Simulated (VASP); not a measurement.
# Nb (Im-3m) in VASP: further runs

Nb is run at these levels: PBEsol; tasks: single point.

Program: VASP 6.6.1. These are calculated values, not measurements. Logs are shortened: lines on timing, memory, paths and dates and some standing lists are left out, and cuts for length are marked.

## 1. The cell of the first run

The structure is cubic, space group Im-3m (No. 229). Conventional cell: a = 3.132 Å, b = 3.132 Å, c = 3.132 Å, α = 90.00°, β = 90.00°, γ = 90.00°. Nb (site symmetry m-3m) has 14 Nb at 2.71 to 3.13 Å within 3.6 Å.

## 2. Single point, PBEsol, collinear spin, ferromagnetic start (volume scaled by 0.88)

Input file INCAR:

```
SYSTEM = Nb
ALGO = Normal
EDIFF = 1E-7
ENCUT = 520
GGA = PS
ISIF = 2
ISMEAR = -1
ISPIN = 2
LASPH = .TRUE.
LCHARG = .TRUE.
LELF = .TRUE.
LMAXMIX = 4
LORBIT = 11
LREAL = .FALSE.
LVHAR = .TRUE.
LWAVE = .FALSE.
MAGMOM = 1
NBANDS = 16
NELM = 150
PREC = Accurate
SIGMA = 0.05
```

Input file KPOINTS:

```
k-points
0
G
  22 22 22
  0 0 0
```

Input file POSCAR:

```
Nb
1.0
   -1.5662371168      1.5662371168      1.5662371168
    1.5662371168     -1.5662371168      1.5662371168
    1.5662371168      1.5662371168     -1.5662371168
Nb
1
Direct
    0.0000000000      0.0000000000      0.0000000000
```

Potentials or basis: VASP PAW PBE potentials, release 64 (Nb_sv).

Command:

```sh
$ cat potpaw_PBE.64/Nb_sv/POTCAR > POTCAR
$ mpirun -np 1 vasp_std > vasp.out
```

OUTCAR:

```text
SYSTEM = Nb
   EDIFF = 1E-7
   ENCUT = 520
   GGA = PS
   ISIF = 2
   ISMEAR = -1
   ISPIN = 2
   LASPH = .TRUE.
   LORBIT = 11
   LREAL = .FALSE.
   NELM = 150
   PREC = Accurate

 ion  position               nearest neighbor table
   1  0.000  0.000  0.000-

  LATTYP: Found a body centered cubic cell.
 ALAT       =     3.1324742336

  Lattice vectors:

 A1 = (  -1.5662371168,   1.5662371168,   1.5662371168)
 A2 = (   1.5662371168,  -1.5662371168,   1.5662371168)
 A3 = (   1.5662371168,   1.5662371168,  -1.5662371168)

Analysis of symmetry for initial positions (statically):
=====================================================================
 Subroutine PRICEL returns:
 Original cell was already a primitive cell.

 Routine SETGRP: Setting up the symmetry group for a
 body centered cubic supercell.

 Subroutine GETGRP returns: Found 48 space group operations
 (whereof 48 operations were pure point group operations)
 out of a pool of 48 trial point group operations.

The static configuration has the point symmetry O_h .

Analysis of symmetry for dynamics (positions and initial velocities):
=====================================================================
 Subroutine PRICEL returns:
 Original cell was already a primitive cell.

 Routine SETGRP: Setting up the symmetry group for a
 body centered cubic supercell.

 Subroutine GETGRP returns: Found 48 space group operations
 (whereof 48 operations were pure point group operations)
 out of a pool of 48 trial point group operations.

The dynamic configuration has the point symmetry O_h .

Analysis of structural, dynamic, and magnetic symmetry:
=====================================================================
 Subroutine PRICEL returns:
 Original cell was already a primitive cell.

 Routine SETGRP: Setting up the symmetry group for a
 body centered cubic supercell.

 Subroutine GETGRP returns: Found 48 space group operations
 (whereof 48 operations were pure point group operations)
 out of a pool of 48 trial point group operations.

The overall configuration has the point symmetry O_h .

 Subroutine INISYM returns: Found 48 space group operations
 (whereof 48 operations are pure point group operations),
 and found     1 'primitive' translations

----------------------------------------------------------------------------------------

                                     Primitive cell

  volume of cell :      15.3685

  direct lattice vectors                    reciprocal lattice vectors
    -1.566237117  1.566237117  1.566237117     0.000000000  0.319236465  0.319236465
     1.566237117 -1.566237117  1.566237117     0.319236465  0.000000000  0.319236465
     1.566237117  1.566237117 -1.566237117     0.319236465  0.319236465  0.000000000

  length of vectors
     2.712802263  2.712802263  2.712802263     0.451468538  0.451468538  0.451468538

  position of ions in fractional coordinates (direct lattice)
     0.000000000  0.000000000  0.000000000

  ion indices of the primitive-cell ions
   primitive index   ion index
                 1           1

----------------------------------------------------------------------------------------

 KPOINTS: k-points

Automatic generation of k-mesh.
 Grid dimensions read from file:
 generate k-points for:   22   22   22

 Generating k-lattice:

  Cartesian coordinates                     Fractional coordinates (reciprocal lattice)
     0.000000000  0.014510748  0.014510748     0.045454545  0.000000000  0.000000000
     0.014510748  0.000000000  0.014510748     0.000000000  0.045454545  0.000000000
     0.014510748  0.014510748  0.000000000     0.000000000  0.000000000  0.045454545

  Length of vectors
     0.020521297  0.020521297  0.020521297

  Shift w.r.t. Gamma in fractional coordinates (k-lattice)
     0.000000000  0.000000000  0.000000000

 Subroutine IBZKPT returns following result:
 ===========================================

 Found    328 irreducible k-points:

 Following reciprocal coordinates:
            Coordinates               Weight
  0.000000  0.000000  0.000000      1.000000
  0.045455  0.000000  0.000000     12.000000
  0.090909  0.000000  0.000000     12.000000
  0.136364  0.000000  0.000000     12.000000
  0.181818  0.000000  0.000000     12.000000
  0.227273  0.000000  0.000000     12.000000
[... 16 lines left out ...]
  0.090909  0.090909  0.000000     24.000000
  0.136364  0.090909  0.000000     48.000000
 [... further k-points ...]
   k-points           NKPTS =    328   k-points in BZ     NKDIM =    328   number of bands    NBANDS=     16
   number of dos      NEDOS =    301   number of ions     NIONS =      1
   total plane-waves  NPLWV =   8000
   dimension x,y,z NGX =    20 NGY =   20 NGZ =   20
   dimension x,y,z NGXF=    40 NGYF=   40 NGZF=   40
   ions per type =               1
   NGX,Y,Z   is equivalent  to a cutoff of  12.26, 12.26, 12.26 a.u.
   NGXF,Y,Z  is equivalent  to a cutoff of  24.51, 24.51, 24.51 a.u.
 SYSTEM =  Nb
   PREC   = accura    normal or accurate (medium, high low for compatibility)
   ISTART =      0    job   : 0-new  1-cont  2-samecut
   ICHARG =      2    charge: 1-file 2-atom 10-const
   ISPIN  =      2    spin polarized calculation?
   LNONCOLLINEAR =      F non collinear calculations
   LSORBIT =      F    spin-orbit coupling
   LASPH  =      T    aspherical Exc in radial PAW
   ENCUT  =  520.0 eV  38.22 Ry    6.18 a.u.   5.04  5.04  5.04*2*pi/ulx,y,z
   NELM   =    150;   NELMIN=  2; NELMDL= -5     # of ELM steps
   EDIFF  = 0.1E-06   stopping-criterion for ELM
   LREAL  =      F    real-space projection
   EDIFFG = 0.1E-05   stopping-criterion for IOM
   NSW    =      0    number of steps for IOM
   IBRION =     -1    ionic relax: 0-MD 1-quasi-New 2-CG
   NFREE  =      0    steps in history (QN), initial steepest desc. (CG)
   ISIF   =      2    stress and relaxation
   ISYM   =      2    0-nonsym 1-usesym 2-fastsym
   POTIM  = 0.5000    time-step for ionic-motion
   TEBEG  =    0.0;   TEEND  =   0.0 temperature during run
   PSTRESS=    0.0 pullay stress
   NELECT =      13.0000    total number of electrons
   NUPDOWN=      -1.0000    fix difference up-down
   EMIN   =  10.00;   EMAX   =-10.00  energy-range for DOS
   EFERMI =   0.00;   METHOD = LEGACY
   ISMEAR =    -1;   SIGMA  =   0.05  broadening in eV -4-tet -1-fermi 0-gaus
   EFERMI_NEDOS =   21; number of points for ismear=-14 and -15
   IALGO  =     38    algorithm
   IMIX   =      4    mixing-type and parameters
     AMIX     =   0.40;   BMIX     =  1.00
     AMIX_MAG =   1.60;   BMIX_MAG =  1.00
  volume/ion in A,a.u.               =      15.37       103.71
  Fermi-wavevector in a.u.,A,eV,Ry     =   1.548264  2.925795 32.614830  2.397122
  Thomas-Fermi vector in A             =   2.653239
   LORBIT       =     11    0 simple, 1 ext, 2 COOP (PROOUT), +10 PAW based schemes
   GGA     = PS    functional components
   LHFCALC =     F    Hartree Fock is set to
   AEXX    =    0.0000 exact exchange contribution
   IVDW    =     0    specifies the selected vdW correction
   LEPSILON=     F    determine dielectric tensor
   LRPA    =     F    only Hartree local field effects (RPA)
 spin polarized calculation
  energy-cutoff  :      520.00
  volume of cell :       15.37
 maximum number of plane-waves:       426
   NGX =  9   NGY =  9   NGZ =  9

 number of electron      13.0000002 magnetization      -0.0001184

 number of electron      13.0000002 magnetization       0.0001459

 Free energy of the ion-electron system (eV)
  ---------------------------------------------------
  ext. energy  EPLUGINS =         0.00000000
  ---------------------------------------------------
  free energy    TOTEN  =       -10.77886994 eV

  energy without entropy =      -10.76834450  energy(sigma->0) =      -10.77360722

 E-fermi :  13.4399     XC(G=0): -13.4735

 val. band max:       13.4340364115   @ k =   0.0909   0.0000   0.0000
 cond. band min:      13.4402179895   @ k =  -0.3636   0.4091   0.1818
 fundamental gap:      0.0061815780
 Fermi energy:        13.4399382356

 spin component 1

 k-point     1 :       0.0000    0.0000    0.0000
  band No.  band energies     occupation
      1     -40.7375      1.00000
      2     -15.6036      1.00000
      3     -15.6036      1.00000
      4     -15.6036      1.00000
      5       7.2319      1.00000
      6      13.6957      0.00597
[... 8 lines left out ...]
     15      41.0184      0.00000
     16      44.8513      0.00000

 k-point     2 :       0.0455    0.0000    0.0000
  band No.  band energies     occupation
      1     -40.7286      1.00000
      2     -15.6535      1.00000
      3     -15.6182      1.00000
      4     -15.6043      1.00000
      5       7.3367      1.00000
      6      13.6270      0.02315
[... 8 lines left out ...]
     15      40.7311      0.00000
     16      44.8282      0.00000
[... 387 lines left out ...]
      5       8.3644      1.00000
      6      13.1086      0.99868
[... 8 lines left out ...]
     15      39.7327      0.00000
     16      41.7826      0.00000

 k-point    24 :       0.1364    0.0909    0.0000
  band No.  band energies     occupation
      1     -40.5849      1.00000
      2     -16.3931      1.00000
      3     -15.8062      1.00000
      4     -15.6683      1.00000
      5       8.8943      1.00000
      6      12.8083      1.00000
[... 8 lines left out ...]
     15      39.4394      0.00000
     16      40.7589      0.00000

 [... further k-points ...]

 spin component 2

 k-point     1 :       0.0000    0.0000    0.0000
  band No.  band energies     occupation
      1     -40.7375      1.00000
      2     -15.6036      1.00000
      3     -15.6036      1.00000
      4     -15.6036      1.00000
      5       7.2317      1.00000
      6      13.6958      0.00596
[... 8 lines left out ...]
     15      41.0184      0.00000
     16      44.8513      0.00000

 k-point     2 :       0.0455    0.0000    0.0000
  band No.  band energies     occupation
      1     -40.7286      1.00000
      2     -15.6535      1.00000
      3     -15.6182      1.00000
      4     -15.6043      1.00000
      5       7.3365      1.00000
      6      13.6272      0.02310
[... 8 lines left out ...]
     15      40.7311      0.00000
     16      44.8281      0.00000
[... 387 lines left out ...]
      5       8.3643      1.00000
      6      13.1087      0.99868
[... 8 lines left out ...]
     15      39.7327      0.00000
     16      41.7826      0.00000

 k-point    24 :       0.1364    0.0909    0.0000
  band No.  band energies     occupation
      1     -40.5849      1.00000
      2     -16.3931      1.00000
      3     -15.8062      1.00000
      4     -15.6682      1.00000
      5       8.8942      1.00000
      6      12.8085      1.00000
[... 8 lines left out ...]
     15      39.4394      0.00000
     16      40.7589      0.00000

 [... further k-points ...]

------------------------ aborting loop because EDIFF is reached ----------------------------------------

  FORCE on cell =-STRESS in cart. coord.  units (eV):
  Direction    XX          YY          ZZ          XY          YZ          ZX
  --------------------------------------------------------------------------------------
  -------------------------------------------------------------------------------------
  Total        2.8281854      2.8281854      2.8281854      0.0000000      0.0000000      0.0000000
  in kB      294.8396807    294.8396807    294.8396807      0.0000000      0.0000000      0.0000000
  external PRESSURE =     294.8396807 kB  Pullay stress =       0.0000000 kB

 VOLUME and BASIS-vectors are now :
 -----------------------------------------------------------------------------
  energy-cutoff  :      520.00
  volume of cell :       15.37
      direct lattice vectors                 reciprocal lattice vectors
    -1.566237117  1.566237117  1.566237117     0.000000000  0.319236465  0.319236465
     1.566237117 -1.566237117  1.566237117     0.319236465  0.000000000  0.319236465
     1.566237117  1.566237117 -1.566237117     0.319236465  0.319236465  0.000000000

 POSITION                                       TOTAL-FORCE (eV/Angst)
 -----------------------------------------------------------------------------------
      0.00000      0.00000      0.00000        -0.000000      0.000000     -0.000000
 -----------------------------------------------------------------------------------
    total drift:                                0.000000      0.000000      0.000000

  FREE ENERGIE OF THE ION-ELECTRON SYSTEM (eV)
  ---------------------------------------------------
  free  energy   TOTEN  =       -10.7788699382 eV

  energy  without entropy=      -10.7683445002  energy(sigma->0) =      -10.77360722

 total charge

# of ion       s       p       d       tot
------------------------------------------
    1        2.251   6.011   2.743  11.005

 magnetization (x)

# of ion       s       p       d       tot
------------------------------------------
    1       -0.000   0.000   0.000   0.000
```

It took 63 s on 1 thread of Intel Xeon 6975P-C (Granite Rapids), shared host; peak memory 0.22 GiB.

Results:

```yaml
Free_energy: -10.7789 eV
Pressure: 29.5 GPa
Net_moment: 0.00 μB per cell
Valence_electrons_inside_the_program's_atomic_spheres: Nb 11.01
```

Levels at points of the mesh, in eV from the Fermi level:
Spin up:
| k point | band 3 | band 4 | band 5 | band 6 | band 7 | band 8 | band 9 | band 10 |
| --- | --- | --- | --- | --- | --- | --- | --- | --- |
| (0.00, 0.00, 0.00) | -29.04 | -29.04 | -6.21 | 0.26 | 0.26 | 0.26 | 3.73 | 3.73 |
| (0.50, 0.00, 0.00) | -29.72 | -29.08 | -4.49 | -2.24 | 3.20 | 3.89 | 4.71 | 7.79 |
| (0.50, 0.50, 0.50) | -30.52 | -30.52 | -4.80 | -4.80 | 6.78 | 6.78 | 6.78 | 10.51 |
Spin down:
| k point | band 4 | band 5 | band 6 | band 7 | band 8 | band 9 |
| --- | --- | --- | --- | --- | --- | --- |
| (0.00, 0.00, 0.00) | -29.04 | -6.21 | 0.26 | 0.26 | 0.26 | 3.73 |
| (0.50, 0.00, 0.00) | -29.08 | -4.49 | -2.24 | 3.20 | 3.89 | 4.71 |
| (0.50, 0.50, 0.50) | -30.52 | -4.80 | -4.80 | 6.78 | 6.78 | 6.78 |

Caveat: the PAW data sets were made with another functional, which shifts forces and pressure a little.

(Part 1 of 3 ends here.)
